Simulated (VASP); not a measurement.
Here is a VASP 6.6.1 calculation.

The input INCAR:

```
PREC = Accurate
ENCUT = 1010
EDIFF = 1E-8
ISMEAR = -1
SIGMA = 0.03
LREAL = F
LASPH = T
NELM = 120
ALGO = Normal
ISIF = 2
LWAVE = F
LCHARG = F
GGA = PE
LEFG = T
NBANDS = 19
GGA_COMPAT = F
```

KPOINTS

```
Automatic mesh
0
Gamma
  8 8 8
```

POSCAR

```
BaF2
1.0
    0.0000000000      3.1000500000      3.1000500000
    3.1000500000      0.0000000000      3.1000500000
    3.1000500000      3.1000500000      0.0000000000
Ba F
1 2
Direct
    0.0000000000      0.0000000000      0.0000000000
    0.2500000000      0.2500000000      0.2500000000
    0.7500000000      0.7500000000      0.7500000000
```

Potentials or basis: VASP PAW PBE potentials, release 64 (Ba_sv, F_h).

Launch:

```bash
$ cat potpaw_PBE.64/Ba_sv/POTCAR potpaw_PBE.64/F_h/POTCAR > POTCAR
$ mpirun -np 1 vasp_std > vasp.out
```

(1) Predict the band gap on the k mesh.

(2) Estimate the pressure.

Results:

(1) 6.77 eV (least direct gap 6.85 eV).

(2) 2.5 GPa.

Caveat: spin-orbit coupling is left out, which moves the levels of the heavy elements.
